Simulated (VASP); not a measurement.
Here is a VASP 6.6.1 calculation.

Contents of POSCAR:

```
Ta2Si
1.0
   -3.0877629443      3.0877629443      2.5236412193
    3.0877629443     -3.0877629443      2.5236412193
    3.0877629443      3.0877629443     -2.5236412193
Ta Si
4 2
Direct
    0.6635932100      0.8364067900      0.5000000000
    0.8364067900      0.3364067900      0.1728135800
    0.3364067900      0.1635932100      0.5000000000
    0.1635932100      0.6635932100      0.8271864200
    0.2500000000      0.2500000000      0.0000000000
    0.7500000000      0.7500000000      0.0000000000
```

INCAR.step1

```
PREC = Accurate
ENCUT = 520
ISMEAR = 0
SIGMA = 0.02
LREAL = F
LASPH = T
NELM = 100
NBANDS = 35
GGA = PE
ALGO = Normal
EDIFF = 1E-4
LWAVE = T
LCHARG = F
```

Contents of INCAR.step2:

```
PREC = Accurate
ENCUT = 520
EDIFF = 1E-6
ISMEAR = 0
SIGMA = 0.02
LREAL = F
LASPH = T
NELM = 100
ALGO = Normal
ISIF = 2
LWAVE = F
LCHARG = F
METAGGA = R2SCAN
LMIXTAU = T
NBANDS = 35
ISTART = 1
```

File KPOINTS:

```
regular mesh
0
Gamma
  10 10 10
```

Potentials or basis: VASP PAW PBE potentials, release 64 (Ta_pv, Si).

Command:

```bash
$ cat potpaw_PBE.64/Ta_pv/POTCAR potpaw_PBE.64/Si/POTCAR > POTCAR
$ cp INCAR.step1 INCAR
$ mpirun -np 1 vasp_std > vasp.out
$ cp INCAR.step2 INCAR
$ mpirun -np 1 vasp_std > vasp.out
```

**Question.** Predict the largest force.

**Answer.** 0.008 eV/Å.

**Question.** Estimate the band gap on the k mesh.

**Answer.** Zero (band 26 reaches 7.91 eV, above the bottom of band 27 at 7.11 eV).

**Question.** Estimate the pressure.

**Answer.** 0.0 GPa.

Stress tensor (GPa, compression positive):
```
-0.11  0.00  0.00
 0.00 -0.11  0.00
 0.00  0.00  0.22
```

Caveat: the PAW data sets were made with another functional, which shifts forces and pressure a little; spin-orbit coupling is left out, which moves the levels of the heavy elements.
